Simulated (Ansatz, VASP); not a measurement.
One calculation of Al3P5, two programs

```
Al P
1.0
     5.04865    0.00000    0.00000
     0.00000    5.04865    0.00000
     0.00000    0.00000    5.04865
Al P
3 5
Cartesian
  2.5243 0.0000 0.0000
  0.0000 2.5243 0.0000
  0.0000 0.0000 2.5243
  0.0000 2.5243 2.5243
  2.5243 0.0000 2.5243
  2.5243 2.5243 0.0000
  2.5243 2.5243 2.5243
  0.0000 0.0000 0.0000
```

Alike in both runs: functional PBE; k mesh 4 × 4 × 4; occupations gaussian, width 0.1 eV; no spin polarisation.

Ansatz relaxed the structure, and its values are those at the end. VASP's run is a single point on that final structure, the one shown.

|  | VASP | Ansatz |
| --- | --- | --- |
| version | VASP 6.6.1 | Ansatz 0.2.0 |
| potentials or method | VASP PAW PBE potentials, release 64 (Al, P), cutoff 520 eV | scalar-relativistic, plane waves, PAW |
| valence electrons in the cell | 34 | 34 |

VASP gave:

- gap on the k mesh at the Fermi level (eV): none
- pressure (GPa): -0.1

Estimate Ansatz's values.

gap on the k mesh at the Fermi level (eV): none; pressure (GPa): 0.0.

A gap of «none» marks a metal or a gap that the smearing closes. The functional is the same, so the differences come from potentials, cutoffs and numerics.
